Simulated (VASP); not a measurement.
# Sb (Pm-3m) in VASP: notebook, part 2 of 2

VASP 6.6.1. The steps go on from the part before.

## Step 4: Single point, PBEsol (volume scaled by 1.03)

INCAR reads:

```
ALGO     = Normal         # electronic algorithm
EDIFF    = 1E-7           # SCF threshold, eV
ENCUT    = 520            # plane-wave cutoff, eV
GGA      = PS             # functional
ISIF     = 2              # what is computed and relaxed
ISMEAR   = 0              # smearing method
LASPH    = True           # aspherical terms in the spheres
LCHARG   = True           # write CHGCAR
LELF     = True           # ELF
LREAL    = False          # projectors in reciprocal space
LVHAR    = True         
LWAVE    = False          # write WAVECAR
NBANDS   = 8              # bands
NELM     = 100            # most SCF steps
PREC     = Accurate       # precision mode
SIGMA    = 0.1            # smearing width, eV
```

KPOINTS reads:

```
k-points
0
Gamma
  14 14 14
```

POSCAR reads:

```
Sb
1.0
    3.0920600459      0.0000000000      0.0000000000
    0.0000000000      3.0920600459      0.0000000000
    0.0000000000      0.0000000000      3.0920600459
Sb
1
Direct
    0.0000000000      0.0000000000      0.0000000000
```

Potentials or basis: VASP PAW PBE potentials, release 64 (Sb).

Run with:

```sh
> cat potpaw_PBE.64/Sb/POTCAR > POTCAR
> mpirun -np 1 vasp_std > vasp.out
```

OUTCAR:

```text
EDIFF = 1E-7
   ENCUT = 520
   GGA = PS
   ISIF = 2
   ISMEAR = 0
   LASPH = True
   LREAL = False
   NELM = 100
   PREC = Accurate

 ion  position               nearest neighbor table
   1  0.000  0.000  0.000-

  LATTYP: Found a simple cubic cell.
 ALAT       =     3.0920600459

  Lattice vectors:

 A1 = (   3.0920600459,   0.0000000000,   0.0000000000)
 A2 = (   0.0000000000,   3.0920600459,   0.0000000000)
 A3 = (   0.0000000000,   0.0000000000,   3.0920600459)

Analysis of symmetry for initial positions (statically):
=====================================================================
 Subroutine PRICEL returns:
 Original cell was already a primitive cell.

 Routine SETGRP: Setting up the symmetry group for a
 simple cubic supercell.

 Subroutine GETGRP returns: Found 48 space group operations
 (whereof 48 operations were pure point group operations)
 out of a pool of 48 trial point group operations.

The static configuration has the point symmetry O_h .

Analysis of symmetry for dynamics (positions and initial velocities):
[... 160 lines left out ...]
 val. band max:        7.0361738423   @ k =   0.2143   0.2143   0.1429
 cond. band min:       7.0443589497   @ k =   0.2857   0.2143   0.0000
 fundamental gap:      0.0081851074
 Fermi energy:         7.0367838914

 k-point     1 :       0.0000    0.0000    0.0000
  band No.  band energies     occupation
      1      -5.3680      2.00000
      2      10.3855      0.00000
      3      10.3855      0.00000
      4      10.3855      0.00000
      5      14.0604      0.00000
      6      14.0604      0.00000
      7      15.2934      0.00000
      8      24.8859      0.00000
[... 243 lines left out ...]
 k-point    24 :       0.3571    0.2143    0.0000
  band No.  band energies     occupation
      1      -2.9986      2.00000
      2       3.5080      2.00000
      3       7.5389      0.00000
      4      12.5486      0.00000
      5      14.1370      0.00000
      6      16.6488      0.00000
      7      20.0412      0.00000
      8      20.1932      0.00000

 [... further k-points ...]

------------------------ aborting loop because EDIFF is reached ----------------------------------------

  FORCE on cell =-STRESS in cart. coord.  units (eV):
  Direction    XX          YY          ZZ          XY          YZ          ZX
  --------------------------------------------------------------------------------------
  -------------------------------------------------------------------------------------
  Total       -0.2973397     -0.2973397     -0.2973397      0.0000000     -0.0000000      0.0000000
  in kB      -16.1146078    -16.1146078    -16.1146078      0.0000000     -0.0000000      0.0000000
  external PRESSURE =     -16.1146078 kB  Pullay stress =       0.0000000 kB

 VOLUME and BASIS-vectors are now :
 -----------------------------------------------------------------------------
  energy-cutoff  :      520.00
  volume of cell :       29.56
      direct lattice vectors                 reciprocal lattice vectors
     3.092060046  0.000000000  0.000000000     0.323408985  0.000000000  0.000000000
     0.000000000  3.092060046  0.000000000     0.000000000  0.323408985  0.000000000
     0.000000000  0.000000000  3.092060046     0.000000000  0.000000000  0.323408985

 POSITION                                       TOTAL-FORCE (eV/Angst)
 -----------------------------------------------------------------------------------
      0.00000      0.00000      0.00000         0.000000      0.000000      0.000000
 -----------------------------------------------------------------------------------
    total drift:                                0.000000      0.000000      0.000000

  FREE ENERGIE OF THE ION-ELECTRON SYSTEM (eV)
  ---------------------------------------------------
  free  energy   TOTEN  =        -4.5331264123 eV

  energy  without entropy=       -4.5292210068  energy(sigma->0) =       -4.53117371
```

OSZICAR:

```text
N       E                     dE             d eps       ncg     rms          rms(c)
DAV:   1     0.493444171151E+01    0.49344E+01   -0.16223E+03  1952   0.404E+02
DAV:   2    -0.442035523719E+01   -0.93548E+01   -0.89930E+01  2744   0.520E+01
DAV:   3    -0.453444002759E+01   -0.11408E+00   -0.11355E+00  2304   0.651E+00
DAV:   4    -0.453491416969E+01   -0.47414E-03   -0.47412E-03  2832   0.510E-01
DAV:   5    -0.453491603192E+01   -0.18622E-05   -0.18624E-05  2488   0.209E-02    0.189E+00
DAV:   6    -0.453388849206E+01    0.10275E-02   -0.29095E-04  2520   0.121E-01    0.112E+00
DAV:   7    -0.453311461803E+01    0.77387E-03   -0.78573E-04  2144   0.188E-01    0.598E-02
DAV:   8    -0.453312551974E+01   -0.10902E-04   -0.24788E-05  2776   0.336E-02    0.496E-03
DAV:   9    -0.453312645794E+01   -0.93819E-06   -0.68834E-07  2416   0.568E-03    0.150E-03
DAV:  10    -0.453312641227E+01    0.45663E-07   -0.14559E-07  2392   0.212E-03
   1 F= -.45331264E+01 E0= -.45311737E+01  d E =-.390541E-02
```

stdout:

```text
POSCAR found type information on POSCAR Sb
 POSCAR found :  1 types and       1 ions
 scaLAPACK will be used
 -----------------------------------------------------------------------------
|                                                                             |
|                                                                             |
|     You enforced a specific xc type in the INCAR file but a different       |
|     I HOPE YOU KNOW WHAT YOU ARE DOING!                                     |
|                                                                             |
 -----------------------------------------------------------------------------

 LDA part: xc-table for (Slater+PW92), standard interpolation
 POSCAR, INCAR and KPOINTS ok, starting setup
 FFT: planning ... GRIDC
 FFT: planning ... GRID_SOFT
 FFT: planning ... GRID
 WAVECAR not read
 entering main loop
```

It took 6.8 s on 1 thread of Intel Xeon Platinum 8559C (Emerald Rapids), shared host; peak memory 0.15 GiB.

Results:

```
Free energy : -4.5331 eV
Pressure    : -1.6 GPa
```

Caveat: the PAW data sets were made with another functional, which shifts forces and pressure a little; spin-orbit coupling is left out, which moves the levels of the heavy elements.

## Step 5: Single point, PBEsol (volume scaled by 1.06)

INCAR reads:

```
PREC = Accurate
ENCUT = 520
EDIFF = 1E-7
ISMEAR = 0
SIGMA = 0.1
LREAL = F
LASPH = T
NELM = 60
ALGO = Normal
ISIF = 2
LWAVE = F
LCHARG = F
GGA = PS
NBANDS = 8
```

KPOINTS reads:

```
Automatic mesh
0
Gamma
  14 14 14
```

POSCAR reads:

```
Sb
1.0
    3.1217932164      0.0000000000      0.0000000000
    0.0000000000      3.1217932164      0.0000000000
    0.0000000000      0.0000000000      3.1217932164
Sb
1
Direct
    0.0000000000      0.0000000000      0.0000000000
```

Run with:

```sh
> cat potpaw_PBE.64/Sb/POTCAR > POTCAR
> mpirun -np 1 vasp_std > vasp.out
```

Wall time 7.2 s (1 thread of Intel Xeon Platinum 8559C (Emerald Rapids), shared host); peak memory 0.15 GiB.

The run converged. Its results:

* Free energy: -4.5204 eV
* Pressure: -3.1 GPa

Levels at points of the mesh, in eV from the Fermi level:
```csv
k point,band 1,band 2,band 3,band 4,band 5,band 6,band 7
"(0.00, 0.00, 0.00)",-12.18,3.28,3.28,3.28,7.00,7.00,8.09
"(0.50, 0.00, 0.00)",-9.83,-5.39,5.23,5.23,9.08,10.53,11.44
"(0.50, 0.50, 0.00)",-7.34,-3.38,-3.38,2.26,7.19,12.81,13.25
"(0.50, 0.50, 0.50)",-4.59,-1.50,-1.50,-1.50,4.91,4.91,4.91
```

Caveat: the PAW data sets were made with another functional, which shifts forces and pressure a little; spin-orbit coupling is left out, which moves the levels of the heavy elements.

## Step 6: The runs side by side

| cell | gap on the mesh (eV) | pressure (GPa) |
| --- | --- | --- |
| a = 2.999 Å, 1 atom | none | 4.5 |
| a = 3.031 Å, 1 atom | none | 2.1 |
| a = 3.092 Å, 1 atom | none | -1.6 |
| a = 3.122 Å, 1 atom | none | -3.1 |

Alike in all rows: task single point; level PBEsol; potentials or basis VASP PAW PBE potentials, release 64 (Sb); no spin polarisation; k mesh 14 × 14 × 14; cutoff (eV) 520; smearing gaussian 0.1 eV.

Caveats: the PAW data sets were made with another functional, which shifts forces and pressure a little; spin-orbit coupling is left out, which moves the levels of the heavy elements.

Absolute energies hang on the potentials; compare differences alone.
